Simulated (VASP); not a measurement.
SiC:

```
Si C
1.0
     3.07536    0.00000    0.00000
    -1.53768    2.66334    0.00000
     0.00000    0.00000    5.09859
Si C
2 2
Direct
  0.33333 0.66667 0.00002
  0.66667 0.33333 0.50002
  0.33333 0.66667 0.37498
  0.66667 0.33333 0.87498
```

This cell differs from its parent crystal: uniaxial z strain +1.0%.

Base run:

- Program: VASP 6.6.1
- Functional: r2SCAN
- Potentials or basis: VASP PAW PBE potentials, release 64 (Si, C)
- Cutoff: 520 eV
- k mesh: 12 × 12 × 6
- Occupations: gaussian, width 0.01 eV
- Spin: no spin polarisation

Its results: band gap on the k mesh 2.60 eV, indirect (least direct gap 4.54 eV); pressure -2.4 GPa.

The run is repeated on the same cell with these changes: functional from r2SCAN to PBE; occupations from gaussian, width 0.01 eV to fermi-dirac, width 0.02 eV. What comes out?

Band gap on the k mesh 2.22 eV, indirect (least direct gap 4.03 eV); pressure 1.3 GPa.

Caveats: the PAW data sets were made with another functional, which shifts forces and pressure a little (some runs).

A k mesh can miss the band edges.
